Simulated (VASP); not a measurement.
Write the native input for VASP 6.6.1 that does the following.

```
Task                   : single point
Functional             : LDA
Potentials or basis    : VASP PAW LDA potentials, release 64 (Ga_d)
Cutoff                 : 520 eV
k mesh                 : 14 × 14 × 8
Occupations            : fermi-dirac, width 0.1 eV
Spin                   : no spin polarisation
Dipole correction      : no
Further INCAR settings : ALGO = Normal; EDIFF = 1e-07; NBANDS = 20
```

The structure of Ga lies in POSCAR:

```
Ga
1.0
    2.8112897019      0.0000000000      0.0000000000
   -1.4056448510      2.4346482992      0.0000000000
    0.0000000000      0.0000000000      4.4383578118
Ga
2
Direct
    0.3333333333      0.6666666667      0.2500000000
    0.6666666667      0.3333333333      0.7500000000
```

This isn't the form of Ga at room conditions, which is orthorhombic.

These files were run (other wordings do the same):

INCAR

```
SYSTEM = Ga
  PREC = Accurate
  ENCUT = 520
  EDIFF = 1E-7
  ISMEAR = -1
  SIGMA = 0.1
  LREAL = .False.
  LASPH = .True.
  NELM = 60
  ALGO = Normal
  ISIF = 2
  LWAVE = .False.
  LCHARG = .False.
  GGA = CA
  NBANDS = 20
```

KPOINTS

```
regular mesh
0
Gamma
  14 14 8
  0 0 0
```

Potentials or basis: VASP PAW LDA potentials, release 64 (Ga_d).

Launch:

```sh
$ cat potpaw_LDA.64/Ga_d/POTCAR > POTCAR
$ mpirun -np 1 vasp_std > vasp.out
```

Results of the run:

```yaml
Pressure: 11.6 GPa
Band_gap_on_the_k_mesh: zero (bands 13 and 14 overlap by 9.41 eV)
```

Caveat: the cell stands under pressure.

Run time: 65 s on 1 thread of Intel Xeon 8259CL, on a shared host, peak memory 0.18 GiB.
